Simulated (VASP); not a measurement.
# CdTe (F-43m) in VASP: notebook, part 2 of 2

VASP 6.6.1.

## Step 3: Single point, r2SCAN, non-collinear spin, zero start, spin-orbit coupling

This run uses another cell than the first one, of 31.60 Å³/atom, 1.021 times its volume.

POSCAR reads:

```
CdTe
1.0
    0.0000000000      3.1616838793      3.1616838793
    3.1616838793      0.0000000000      3.1616838793
    3.1616838793      3.1616838793      0.0000000000
Te Cd
1 1
Direct
    0.7500000000      0.7500000000      0.7500000000
    0.0000000000      0.0000000000      0.0000000000
```

INCAR.step1 reads:

```
PREC = Accurate
ENCUT = 520
ISMEAR = -1
SIGMA = 0.05
LREAL = F
LASPH = T
NELM = 150
MAGMOM = 0 0 0 0 0 0
LSORBIT = T
GGA_COMPAT = F
NBANDS = 30
GGA = PE
ALGO = Normal
EDIFF = 1E-4
LWAVE = T
LCHARG = F
```

INCAR.step2 reads:

```
PREC = Accurate
ENCUT = 520
EDIFF = 1E-7
ISMEAR = -1
SIGMA = 0.05
LREAL = F
LASPH = T
NELM = 150
ALGO = Normal
ISIF = 2
LWAVE = F
LCHARG = T
MAGMOM = 0 0 0 0 0 0
LORBIT = 11
LSORBIT = T
GGA_COMPAT = F
LORBMOM = T
METAGGA = R2SCAN
LMIXTAU = T
LVHAR = T
NBANDS = 30
ISTART = 1
```

KPOINTS reads:

```
Automatic mesh
0
Gamma
  7 7 7
```

Potentials or basis: VASP PAW PBE potentials, release 64 (Te, Cd).

Launch:

```console
> cat potpaw_PBE.64/Te/POTCAR potpaw_PBE.64/Cd/POTCAR > POTCAR
> cp INCAR.step1 INCAR
> mpirun -np 1 vasp_ncl > vasp.out
> cp INCAR.step2 INCAR
> mpirun -np 1 vasp_ncl > vasp.out
```

OUTCAR:

```text
PREC = Accurate
   ENCUT = 520
   EDIFF = 1E-7
   ISMEAR = -1
   LREAL = F
   LASPH = T
   NELM = 150
   ISIF = 2
   LORBIT = 11
   LSORBIT = T
   METAGGA = R2SCAN
   ISTART = 1

 ion  position               nearest neighbor table
   1  0.750  0.750  0.750-   2 2.74   2 2.74   2 2.74   2 2.74
   2  0.000  0.000  0.000-   1 2.74   1 2.74   1 2.74   1 2.74

  LATTYP: Found a face centered cubic cell.
 ALAT       =     6.3233677586

  Lattice vectors:

 A1 = (   0.0000000000,   3.1616838793,   3.1616838793)
 A2 = (   3.1616838793,   0.0000000000,   3.1616838793)
 A3 = (   3.1616838793,   3.1616838793,   0.0000000000)

Analysis of symmetry for initial positions (statically):
=====================================================================
 Subroutine PRICEL returns:
 Original cell was already a primitive cell.

 Routine SETGRP: Setting up the symmetry group for a
 face centered cubic supercell.

 Subroutine GETGRP returns: Found 24 space group operations
 (whereof 24 operations were pure point group operations)
 out of a pool of 48 trial point group operations.

The static configuration has the point symmetry T_d .

Analysis of symmetry for dynamics (positions and initial velocities):
=====================================================================
 Subroutine PRICEL returns:
 Original cell was already a primitive cell.

 Routine SETGRP: Setting up the symmetry group for a
 face centered cubic supercell.

 Subroutine GETGRP returns: Found 24 space group operations
 (whereof 24 operations were pure point group operations)
 out of a pool of 48 trial point group operations.

The dynamic configuration has the point symmetry T_d .

Analysis of structural, dynamic, and magnetic symmetry:
=====================================================================
 Subroutine PRICEL returns:
 Original cell was already a primitive cell.

 Routine SETGRP: Setting up the symmetry group for a
 face centered cubic supercell.

 Subroutine GETGRP returns: Found 24 space group operations
 (whereof 24 operations were pure point group operations)
 out of a pool of 48 trial point group operations.

The overall configuration has the point symmetry T_d .

 Subroutine INISYM returns: Found 24 space group operations
 (whereof 24 operations are pure point group operations),
 and found     1 'primitive' translations

----------------------------------------------------------------------------------------

                                     Primitive cell

  volume of cell :      63.2099

  direct lattice vectors                    reciprocal lattice vectors
     0.000000000  3.161683879  3.161683879    -0.158143578  0.158143578  0.158143578
     3.161683879  0.000000000  3.161683879     0.158143578 -0.158143578  0.158143578
     3.161683879  3.161683879  0.000000000     0.158143578  0.158143578 -0.158143578

  length of vectors
[... 934 lines left out ...]
------------------------ aborting loop because EDIFF is reached ----------------------------------------

  FORCE on cell =-STRESS in cart. coord.  units (eV):
  Direction    XX          YY          ZZ          XY          YZ          ZX
  --------------------------------------------------------------------------------------
  -------------------------------------------------------------------------------------
  Total        2.3071868      2.3071868      2.3071868      0.0000000      0.0000000      0.0000000
  in kB       58.4800870     58.4800870     58.4800870      0.0000000      0.0000000      0.0000000
  external PRESSURE =      58.4800870 kB  Pullay stress =       0.0000000 kB

 VOLUME and BASIS-vectors are now :
 -----------------------------------------------------------------------------
  energy-cutoff  :      520.00
  volume of cell :       63.21
      direct lattice vectors                 reciprocal lattice vectors
     0.000000000  3.161683879  3.161683879    -0.158143578  0.158143578  0.158143578
     3.161683879  0.000000000  3.161683879     0.158143578 -0.158143578  0.158143578
     3.161683879  3.161683879  0.000000000     0.158143578  0.158143578 -0.158143578

 POSITION                                       TOTAL-FORCE (eV/Angst)
 -----------------------------------------------------------------------------------
      4.74253      4.74253      4.74253        -0.000000     -0.000000     -0.000000
      0.00000      0.00000      0.00000         0.000000      0.000000      0.000000
 -----------------------------------------------------------------------------------
    total drift:                               -0.000000     -0.000000     -0.000000

  FREE ENERGIE OF THE ION-ELECTRON SYSTEM (eV)
  ---------------------------------------------------
  free  energy   TOTEN  =       -46.6386963290 eV

  energy  without entropy=      -46.6386962858  energy(sigma->0) =      -46.63869631

 orbital moment (x)

 # of ion     p       d       tot
 ----------------------------------------
  1        -0.000  -0.000  -0.000
  2         0.000  -0.000  -0.000
 ----------------------------------------
           -0.000  -0.000  -0.000

 orbital moment (y)

 # of ion     p       d       tot
 ----------------------------------------
  1        -0.000  -0.000  -0.000
  2         0.000  -0.000  -0.000
 ----------------------------------------
           -0.000  -0.000  -0.000

 orbital moment (z)

 # of ion     p       d       tot
 ----------------------------------------
  1         0.000  -0.000  -0.000
  2         0.000   0.000   0.000
 ----------------------------------------
            0.000  -0.000   0.000

 Spin-Orbit-Coupling matrix elements

 Ion:    1  E_soc:     -0.1761487
 l=   1
     0.0000000    -0.0292717    -0.0292717
    -0.0292717     0.0000000    -0.0292717
    -0.0292717    -0.0292717     0.0000000
 l=   2
     0.0000000    -0.0000333     0.0000000    -0.0000333    -0.0000531
    -0.0000333     0.0000000    -0.0000398    -0.0000333    -0.0000133
     0.0000000    -0.0000398     0.0000000    -0.0000398     0.0000000
    -0.0000333    -0.0000333    -0.0000398     0.0000000    -0.0000133
    -0.0000531    -0.0000133     0.0000000    -0.0000133     0.0000000
 l=   3
     0.0000000     0.0000000     0.0000000     0.0000000     0.0000000     0.0000000     0.0000000
     0.0000000     0.0000000     0.0000000     0.0000000     0.0000000     0.0000000     0.0000000
     0.0000000     0.0000000     0.0000000     0.0000000     0.0000000     0.0000000     0.0000000
     0.0000000     0.0000000     0.0000000     0.0000000     0.0000000     0.0000000     0.0000000
     0.0000000     0.0000000     0.0000000     0.0000000     0.0000000     0.0000000     0.0000000
     0.0000000     0.0000000     0.0000000     0.0000000     0.0000000     0.0000000     0.0000000
     0.0000000     0.0000000     0.0000000     0.0000000     0.0000000     0.0000000     0.0000000

 Ion:    2  E_soc:     -0.0603380
 l=   1
     0.0000000    -0.0032013    -0.0032013
    -0.0032013     0.0000000    -0.0032013
    -0.0032013    -0.0032013     0.0000000
 l=   2
     0.0000000    -0.0013935     0.0000000    -0.0013935    -0.0054615
    -0.0013935     0.0000000    -0.0040961    -0.0013935    -0.0013654
     0.0000000    -0.0040961     0.0000000    -0.0040961     0.0000000
    -0.0013935    -0.0013935    -0.0040961     0.0000000    -0.0013654
    -0.0054615    -0.0013654     0.0000000    -0.0013654     0.0000000
 l=   3
     0.0000000     0.0000000     0.0000000     0.0000000     0.0000000     0.0000000     0.0000000
     0.0000000     0.0000000     0.0000000     0.0000000     0.0000000     0.0000000     0.0000000
     0.0000000     0.0000000     0.0000000     0.0000000     0.0000000     0.0000000     0.0000000
     0.0000000     0.0000000     0.0000000     0.0000000     0.0000000     0.0000000     0.0000000
     0.0000000     0.0000000     0.0000000     0.0000000     0.0000000     0.0000000     0.0000000
     0.0000000     0.0000000     0.0000000     0.0000000     0.0000000     0.0000000     0.0000000
     0.0000000     0.0000000     0.0000000     0.0000000     0.0000000     0.0000000     0.0000000

 total charge

# of ion       s       p       d       tot
------------------------------------------
    1        1.350   2.150   0.027   3.527
    2        0.467   0.360   9.545  10.372
--------------------------------------------------
tot          1.817   2.510   9.571  13.899

 magnetization (x)

# of ion       s       p       d       tot
------------------------------------------
    1       -0.000   0.000  -0.000  -0.000
    2        0.000  -0.000   0.000  -0.000
--------------------------------------------------
tot         -0.000  -0.000   0.000  -0.000

 magnetization (y)

# of ion       s       p       d       tot
------------------------------------------
    1        0.000   0.000   0.000   0.000
    2        0.000  -0.000  -0.000   0.000
--------------------------------------------------
tot          0.000  -0.000  -0.000   0.000

 magnetization (z)

# of ion       s       p       d       tot
------------------------------------------
    1        0.000   0.000  -0.000   0.000
    2        0.000   0.000   0.000   0.000
--------------------------------------------------
tot          0.000   0.000   0.000   0.000
```

Wall time 14 min (1 thread of AMD EPYC 7R13 (Zen 3), shared host); peak memory 0.47 GiB.

What came out:

| Item | Value |
| --- | --- |
| Free energy | -46.6387 eV |
| Pressure | 5.8 GPa |
| Net moment | 0.00 μB per cell |
| Valence electrons inside the program's atomic spheres | Te 3.53; Cd 10.37 |

Moments on the atoms (μB; x, y, z):
```
Te  0.00 0.00 0.00
Cd  0.00 0.00 0.00
```

Caveat: the PAW data sets were made with another functional, which shifts forces and pressure a little.
